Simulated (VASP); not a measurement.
# Si4S (P3m1) in VASP: single point with PBE

Aim: the single point of Si4S with PBE.

Program: VASP 6.6.1. These are calculated values, not measurements. Logs are shortened: lines on timing, memory, paths and dates and some standing lists are left out, and cuts for length are marked.

## Step 1: The cell of the first run

Symmetry: P3m1, No. 156, trigonal system. Conventional cell: a = 5.284 Å, b = 5.284 Å, c = 6.181 Å, α = 90.00°, β = 90.00°, γ = 120.00°. Within 3.1 Å of Si (site symmetry 3m) lie 3 Si at 2.38 Å and 1 S at 2.89 Å. Within 3.1 Å of Si (site symmetry m) lie 5 Si at 2.33 to 2.96 Å and 1 S at 2.36 Å. S (site symmetry 3m) has 4 Si at 2.36 to 2.89 Å within 3.1 Å.

## Step 2: Single point, PBE

INCAR reads:

```
PREC = Accurate ; ENCUT = 500
EDIFF = 1E-6 ; ISMEAR = 0
SIGMA = 0.2 ; LREAL = False
LASPH = True ; NELM = 120
ALGO = Normal ; ISIF = 2
LWAVE = False ; LCHARG = False
GGA = PE ; NBANDS = 19
GGA_COMPAT = False
```

KPOINTS reads:

```
regular mesh
0
Gamma
  4 4 3
```

POSCAR reads:

```
Si4S
1.0
    5.2841421519      0.0000000000      0.0000000000
   -2.6420710760      4.5762013408      0.0000000000
    0.0000000000      0.0000000000      6.1805912785
Si S
4 1
Direct
    0.0000000000      0.0000000000      0.4326333351
    0.8134926593      0.1865073407      0.6999330372
    0.8134926593      0.6269853186      0.6999330372
    0.3730146814      0.1865073407      0.6999330372
    0.0000000000      0.0000000000      0.9646431932
```

Potentials or basis: VASP PAW PBE potentials, release 64 (Si, S).

The run is started by

```
$ cat potpaw_PBE.64/Si/POTCAR potpaw_PBE.64/S/POTCAR > POTCAR
$ mpirun -np 1 vasp_std > vasp.out
```

OUTCAR:

```text
PREC = Accurate
   ENCUT = 500
   EDIFF = 1E-6
   ISMEAR = 0
   LREAL = False
   LASPH = True
   NELM = 120
   ISIF = 2
   GGA = PE

 ion  position               nearest neighbor table
   1  0.000  0.000  0.433-   4 2.38   2 2.38   3 2.38   5 2.89
   2  0.813  0.187  0.700-   4 2.33   3 2.33   5 2.36   1 2.38   4 2.96   3 2.96
   3  0.813  0.627  0.700-   4 2.33   2 2.33   5 2.36   1 2.38   4 2.96   2 2.96
   4  0.373  0.187  0.700-   2 2.33   3 2.33   5 2.36   1 2.38   2 2.96   3 2.96
   5  0.000  0.000  0.965-   4 2.36   2 2.36   3 2.36   1 2.89

  LATTYP: Found a hexagonal cell.
 ALAT       =     5.2841421519
 C/A-ratio  =     1.1696489422

  Lattice vectors:

 A1 = (   5.2841421519,   0.0000000000,   0.0000000000)
 A2 = (  -2.6420710760,   4.5762013408,   0.0000000000)
 A3 = (   0.0000000000,   0.0000000000,   6.1805912785)

Analysis of symmetry for initial positions (statically):
=====================================================================
 Subroutine PRICEL returns:
 Original cell was already a primitive cell.

 Routine SETGRP: Setting up the symmetry group for a
 hexagonal supercell.

 Subroutine GETGRP returns: Found  6 space group operations
 (whereof  6 operations were pure point group operations)
 out of a pool of 24 trial point group operations.

The static configuration has the point symmetry C_3v.

Analysis of symmetry for dynamics (positions and initial velocities):
=====================================================================
 Subroutine PRICEL returns:
 Original cell was already a primitive cell.

 Routine SETGRP: Setting up the symmetry group for a
 hexagonal supercell.

 Subroutine GETGRP returns: Found  6 space group operations
 (whereof  6 operations were pure point group operations)
 out of a pool of 24 trial point group operations.

The dynamic configuration has the point symmetry C_3v.

 Subroutine INISYM returns: Found  6 space group operations
 (whereof  6 operations are pure point group operations),
 and found     1 'primitive' translations

----------------------------------------------------------------------------------------

                                     Primitive cell

  volume of cell :     149.4547

  direct lattice vectors                    reciprocal lattice vectors
     5.284142152  0.000000000  0.000000000     0.189245477  0.109260927  0.000000000
    -2.642071076  4.576201341  0.000000000     0.000000000  0.218521854  0.000000000
     0.000000000  0.000000000  6.180591278     0.000000000  0.000000000  0.161796818

  length of vectors
     5.284142152  5.284142152  6.180591278     0.218521854  0.218521854  0.161796818

  position of ions in fractional coordinates (direct lattice)
     0.000000000  0.000000000  0.432633335
     0.813492659  0.186507341  0.699933037
     0.813492659  0.626985319  0.699933037
     0.373014681  0.186507341  0.699933037
     0.000000000  0.000000000  0.964643193

  ion indices of the primitive-cell ions
   primitive index   ion index
                 1           1
                 2           2
                 3           3
                 4           4
                 5           5

----------------------------------------------------------------------------------------

 KPOINTS: regular mesh

Automatic generation of k-mesh.
 Grid dimensions read from file:
 generate k-points for:    4    4    3

 Generating k-lattice:

  Cartesian coordinates                     Fractional coordinates (reciprocal lattice)
     0.047311369  0.027315232  0.000000000     0.250000000  0.000000000  0.000000000
     0.000000000  0.054630463  0.000000000     0.000000000  0.250000000  0.000000000
     0.000000000  0.000000000  0.053932273     0.000000000  0.000000000  0.333333333

  Length of vectors
     0.054630463  0.054630463  0.053932273

  Shift w.r.t. Gamma in fractional coordinates (k-lattice)
     0.000000000  0.000000000  0.000000000

 Subroutine IBZKPT returns following result:
 ===========================================

 Found      9 irreducible k-points:

 Following reciprocal coordinates:
            Coordinates               Weight
  0.000000  0.000000  0.000000      1.000000
  0.250000  0.000000  0.000000      6.000000
  0.500000  0.000000  0.000000      3.000000
  0.250000  0.250000  0.000000      6.000000
  0.000000  0.000000  0.333333      2.000000
  0.250000  0.000000  0.333333      6.000000
  0.000000  0.250000  0.333333      6.000000
  0.500000  0.000000  0.333333      6.000000
  0.250000  0.250000  0.333333     12.000000
   k-points           NKPTS =      9   k-points in BZ     NKDIM =      9   number of bands    NBANDS=     19
   number of dos      NEDOS =    301   number of ions     NIONS =      5
   total plane-waves  NPLWV =  76800
   dimension x,y,z NGX =    40 NGY =   40 NGZ =   48
   dimension x,y,z NGXF=    80 NGYF=   80 NGZF=   96
   ions per type =               4   1
   NGX,Y,Z   is equivalent  to a cutoff of  12.58, 12.58, 12.91 a.u.
   NGXF,Y,Z  is equivalent  to a cutoff of  25.17, 25.17, 25.82 a.u.
 SYSTEM =  unknown system
   PREC   = accura    normal or accurate (medium, high low for compatibility)
   ISTART =      0    job   : 0-new  1-cont  2-samecut
   ICHARG =      2    charge: 1-file 2-atom 10-const
   ISPIN  =      1    spin polarized calculation?
   LNONCOLLINEAR =      F non collinear calculations
   LSORBIT =      F    spin-orbit coupling
   LASPH  =      T    aspherical Exc in radial PAW
   ENCUT  =  500.0 eV  36.75 Ry    6.06 a.u.   9.63  9.63 11.27*2*pi/ulx,y,z
   NELM   =    120;   NELMIN=  2; NELMDL= -5     # of ELM steps
   EDIFF  = 0.1E-05   stopping-criterion for ELM
   LREAL  =      F    real-space projection
   EDIFFG = 0.1E-04   stopping-criterion for IOM
   NSW    =      0    number of steps for IOM
   IBRION =     -1    ionic relax: 0-MD 1-quasi-New 2-CG
   NFREE  =      0    steps in history (QN), initial steepest desc. (CG)
   ISIF   =      2    stress and relaxation
   ISYM   =      2    0-nonsym 1-usesym 2-fastsym
   POTIM  = 0.5000    time-step for ionic-motion
   TEBEG  =    0.0;   TEEND  =   0.0 temperature during run
   PSTRESS=    0.0 pullay stress
   NELECT =      22.0000    total number of electrons
   NUPDOWN=      -1.0000    fix difference up-down
   EMIN   =  10.00;   EMAX   =-10.00  energy-range for DOS
   EFERMI =   0.00;   METHOD = LEGACY
   ISMEAR =     0;   SIGMA  =   0.20  broadening in eV -4-tet -1-fermi 0-gaus
   EFERMI_NEDOS =   21; number of points for ismear=-14 and -15
   IALGO  =     38    algorithm
   IMIX   =      4    mixing-type and parameters
     AMIX     =   0.40;   BMIX     =  1.00
     AMIX_MAG =   1.60;   BMIX_MAG =  1.00
  volume/ion in A,a.u.               =      29.89       201.71
  Fermi-wavevector in a.u.,A,eV,Ry     =   0.864396  1.633471 10.165996  0.747180
  Thomas-Fermi vector in A             =   1.982486
   LORBIT       =      0    0 simple, 1 ext, 2 COOP (PROOUT), +10 PAW based schemes
   GGA     = PE    functional components
   LHFCALC =     F    Hartree Fock is set to
   AEXX    =    0.0000 exact exchange contribution
   IVDW    =     0    specifies the selected vdW correction
   LEPSILON=     F    determine dielectric tensor
   LRPA    =     F    only Hartree local field effects (RPA)
 non-spin polarized calculation
 Gauss-broadening in eV      SIGMA  =   0.20
  energy-cutoff  :      500.00
  volume of cell :      149.45
 maximum number of plane-waves:      3832
 NGX is ok and might be reduce to    40
   NGX = 19   NGY = 19   NGZ = 23

 number of electron      21.9999999 magnetization

 Free energy of the ion-electron system (eV)
  ---------------------------------------------------
  ext. energy  EPLUGINS =         0.00000000
  ---------------------------------------------------
  free energy    TOTEN  =       -23.25201847 eV

  energy without entropy =      -23.21751123  energy(sigma->0) =      -23.23476485

 E-fermi :   2.8733     XC(G=0):  -7.3079

 val. band max:        2.8587910631   @ k =   0.0000   0.2500   0.3333
 cond. band min:       3.1574746807   @ k =   0.5000   0.0000   0.3333
 fundamental gap:      0.2986836176
 Fermi energy:         2.8733263788

 k-point     1 :       0.0000    0.0000    0.0000
  band No.  band energies     occupation
      1     -12.1757      2.00000
      2      -8.0203      2.00000
      3      -4.9263      2.00000
      4      -3.8489      2.00000
      5      -3.8489      2.00000
      6      -3.6486      2.00000
[... 11 lines left out ...]
     18       6.7945      0.00000
     19       8.3021      0.00000

 k-point     2 :       0.2500    0.0000    0.0000
  band No.  band energies     occupation
      1     -12.1063      2.00000
      2      -7.9101      2.00000
      3      -5.9329      2.00000
      4      -4.0888      2.00000
      5      -3.7733      2.00000
      6      -2.9031      2.00000
[... 11 lines left out ...]
     18       7.0934      0.00000
     19       7.1598      0.00000

 k-point     3 :       0.5000    0.0000    0.0000
  band No.  band energies     occupation
      1     -12.0331      2.00000
      2      -7.7330      2.00000
      3      -6.6235      2.00000
      4      -4.2827      2.00000
      5      -3.6952      2.00000
      6      -2.7180      2.00000
[... 11 lines left out ...]
     18       7.5967      0.00000
     19       7.8280      0.00000

 k-point     4 :       0.2500    0.2500    0.0000
  band No.  band energies     occupation
      1     -12.0334      2.00000
      2      -7.7355      2.00000
      3      -6.5742      2.00000
      4      -4.5433      2.00000
      5      -3.6835      2.00000
      6      -2.3878      2.00000
[... 77 lines left out ...]
     18       7.2377      0.00000
     19       7.5219      0.00000

 k-point     8 :       0.5000    0.0000    0.3333
  band No.  band energies     occupation
      1     -12.0017      2.00000
      2      -7.7930      2.00000
      3      -6.9481      2.00000
      4      -4.2427      2.00000
      5      -2.8306      2.00000
      6      -2.3684      2.00000
[... 11 lines left out ...]
     18       7.6190      0.00000
     19       7.9670      0.00000

 k-point     9 :       0.2500    0.2500    0.3333
  band No.  band energies     occupation
      1     -12.0020      2.00000
      2      -7.8030      2.00000
      3      -6.8973      2.00000
      4      -4.5035      2.00000
      5      -2.5243      2.00000
      6      -2.3480      2.00000
[... 11 lines left out ...]
     18       7.1463      0.00000
     19       7.9115      0.00000

------------------------ aborting loop because EDIFF is reached ----------------------------------------

  FORCE on cell =-STRESS in cart. coord.  units (eV):
  Direction    XX          YY          ZZ          XY          YZ          ZX
  --------------------------------------------------------------------------------------
  -------------------------------------------------------------------------------------
  Total        0.2034303      0.2034303      0.2045906     -0.0000000      0.0000000     -0.0000000
  in kB        2.1808034      2.1808034      2.1932428     -0.0000000      0.0000000     -0.0000000
  external PRESSURE =       2.1849499 kB  Pullay stress =       0.0000000 kB

 VOLUME and BASIS-vectors are now :
 -----------------------------------------------------------------------------
  energy-cutoff  :      500.00
  volume of cell :      149.45
      direct lattice vectors                 reciprocal lattice vectors
     5.284142152  0.000000000  0.000000000     0.189245477  0.109260927  0.000000000
    -2.642071076  4.576201341  0.000000000     0.000000000  0.218521854  0.000000000
     0.000000000  0.000000000  6.180591278     0.000000000  0.000000000  0.161796818

 POSITION                                       TOTAL-FORCE (eV/Angst)
 -----------------------------------------------------------------------------------
      0.00000      0.00000      2.67393        -0.000000      0.000000      0.030705
      3.80585      0.85350      4.32600         0.033531     -0.019359      0.016002
      2.64207      2.86921      4.32600        -0.000000      0.038718      0.016002
      1.47830      0.85350      4.32600        -0.033531     -0.019359      0.016002
      0.00000      0.00000      5.96207        -0.000000      0.000000     -0.078711
 -----------------------------------------------------------------------------------
    total drift:                                0.000000      0.000000     -0.000361

  FREE ENERGIE OF THE ION-ELECTRON SYSTEM (eV)
  ---------------------------------------------------
  free  energy   TOTEN  =       -23.2520184742 eV

  energy  without entropy=      -23.2175112285  energy(sigma->0) =      -23.23476485
```

Wall time 27 s (1 thread of Intel Xeon Platinum 8488C (Sapphire Rapids), shared host); peak memory 0.24 GiB.

What came out:

```yaml
Free_energy: -23.2520 eV
Pressure: 0.2 GPa
Largest_force: 0.079 eV/Å
Band_gap_on_the_k_mesh: zero (band 11 reaches 3.22 eV, above the bottom of band 12 at 2.37 eV)
```

Forces on the atoms (eV/Å):
```
Si   0.000  0.000  0.031
Si   0.034 -0.019  0.016
Si   0.000  0.039  0.016
Si  -0.034 -0.019  0.016
S    0.000  0.000 -0.079
```

Levels at points of the mesh, in eV from the Fermi level:
```
           k point  band 9  band 10  band 11  band 12  band 13  band 14
(0.00, 0.00, 0.00)   -2.56    -2.56    -0.97     0.53     1.47     1.47
(0.50, 0.00, 0.00)   -2.02    -0.82     0.35     0.46     1.32     1.55
```
